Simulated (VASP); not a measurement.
Here is a VASP 6.6.1 calculation.

POSCAR

```
Pt
1.0
    0.0000000000      1.9477392008      1.9477392008
    1.9477392008      0.0000000000      1.9477392008
    1.9477392008      1.9477392008      0.0000000000
Pt
1
Direct
    0.0000000000      0.0000000000      0.0000000000
```

Contents of INCAR.step1:

```
PREC = Accurate ; ENCUT = 520
EDIFF = 1E-5 ; ISMEAR = -1
SIGMA = 0.05 ; LREAL = F
LASPH = T ; NELM = 80
ALGO = Normal ; ISIF = 2
LWAVE = T ; LCHARG = F
NBANDS = 11 ; GGA = PE
```

File INCAR.step2:

```
PREC = Accurate ; ENCUT = 520
EDIFF = 1E-7 ; ISMEAR = -1
SIGMA = 0.05 ; LREAL = F
LASPH = T ; NELM = 80
ALGO = Normal ; ISIF = 2
LWAVE = F ; LCHARG = F
GGA = PE ; LHFCALC = T
HFSCREEN = 0.2079 ; PRECFOCK = Normal
NBANDS = 11 ; ISTART = 1
```

The input KPOINTS:

```
regular mesh
0
Gamma
  8 8 8
```

Potentials or basis: VASP PAW PBE potentials, release 64 (Pt).

Launch:

```sh
$ cat potpaw_PBE.64/Pt/POTCAR > POTCAR
$ cp INCAR.step1 INCAR
$ mpirun -np 1 vasp_std > vasp.out
$ cp INCAR.step2 INCAR
$ mpirun -np 1 vasp_std > vasp.out
```

(1) What does it give for the pressure?

(2) What does it give for the band gap on the k mesh?

Results:

(1) 6.4 GPa.

(2) zero (bands 5 and 6 overlap by 3.07 eV).

Caveat: the cell stands under pressure; the PAW data sets were made with another functional, which shifts forces and pressure a little; spin-orbit coupling is left out, which moves the levels of the heavy elements.
